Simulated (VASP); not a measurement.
Wanted: the native input for a VASP 6.6.1 run.

- Task: single point
- Functional: PBE
- Potentials or basis: VASP PAW PBE potentials, release 64 (Ta_pv, Si, W_sv)
- Cutoff: 500 eV
- k mesh: 4 × 4 × 4
- Occupations: gaussian, width 0.2 eV
- Spin: no spin polarisation
- Dipole correction: no
- Further INCAR settings: ALGO = Normal; EDIFF = 1e-06; NBANDS = 30

The structure of TaSi4W lies in POSCAR:

```
TaSi4W
1.0
    0.0000000000      3.4450071733      3.4450071733
    3.4450071733      0.0000000000      3.4450071733
    3.4450071733      3.4450071733      0.0000000000
Ta Si W
1 4 1
Direct
    0.2500000000      0.2500000000      0.2500000000
    0.3755695811      0.8748101396      0.8748101396
    0.8748101396      0.8748101396      0.3755695811
    0.8748101396      0.8748101396      0.8748101396
    0.8748101396      0.3755695811      0.8748101396
    0.5000000000      0.5000000000      0.5000000000
```

The cell was generated, and may not be a known phase.

These files were run (other wordings do the same):

INCAR

```
PREC = Accurate ; ENCUT = 500
EDIFF = 1E-6 ; ISMEAR = 0
SIGMA = 0.2 ; LREAL = False
LASPH = True ; NELM = 120
ALGO = Normal ; ISIF = 2
LWAVE = False ; LCHARG = True
GGA = PE ; LELF = True
LVHAR = True ; NBANDS = 30
GGA_COMPAT = False
```

KPOINTS

```
Automatic mesh
0
Gamma
  4 4 4
```

Potentials or basis: VASP PAW PBE potentials, release 64 (Ta_pv, Si, W_sv).

Launch:

```bash
$ cat potpaw_PBE.64/Ta_pv/POTCAR potpaw_PBE.64/Si/POTCAR potpaw_PBE.64/W_sv/POTCAR > POTCAR
$ mpirun -np 1 vasp_std > vasp.out
```

Results of the run:

```json
{
 "Pressure": "-0.4 GPa",
 "Largest force": "0.047 eV/Å",
 "Band gap on the k mesh": "zero (an odd number of electrons rules out a gap without spin polarisation)"
}
```

Caveat: the k points lie up to 0.39 Å⁻¹ apart, too coarse for converged energies and pressures of a metal; spin-orbit coupling is left out, which moves the levels of the heavy elements; an odd number of electrons without spin polarisation forces a metal; a magnetic or distorted state may lie lower.

It took 16 s on 1 thread of Intel(R) Xeon(R) Platinum 8488C (Sapphire Rapids), on a shared host, peak memory 0.21 GiB.
